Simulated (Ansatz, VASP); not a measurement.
Two plane-wave programs on Hg

```
Hg
1.0
     3.11460    0.00000    0.00000
    -1.55730    2.69732    0.00000
     0.00000    0.00000    5.41940
Hg
2
Direct
  0.66667 0.33333 0.75000
  0.33333 0.66667 0.25000
```

Alike in both runs: task single point; functional PBEsol; dispersion D3(BJ); k mesh 18 × 18 × 10; occupations gaussian, width 0.15 eV; no spin polarisation.

|  | VASP | Ansatz |
| --- | --- | --- |
| version | VASP 6.6.1 | Ansatz 0.2.0 |
| potentials or method | VASP PAW PBE potentials, release 64 (Hg), cutoff 520 eV | scalar-relativistic, plane waves, PAW |
| valence electrons in the cell | 24 | 40 |

|  | VASP | Ansatz | Ansatz less VASP |
| --- | --- | --- | --- |
| gap on the k mesh at the Fermi level (eV) | none | none | - |
| pressure (GPa) | -1.6 | -2.0 | -0.42 |
| traceless stress, the component that is largest in VASP (GPa) | -0.25 | -0.15 | +0.100 |

VASP's potentials were made for PBE, not for PBEsol. A gap of «none» marks a metal or a gap that the smearing closes. VASP's potentials hold 24 valence electrons a cell and Ansatz's 40, so a difference there can come from the potentials and not from the codes.

Spin-orbit coupling is off throughout.
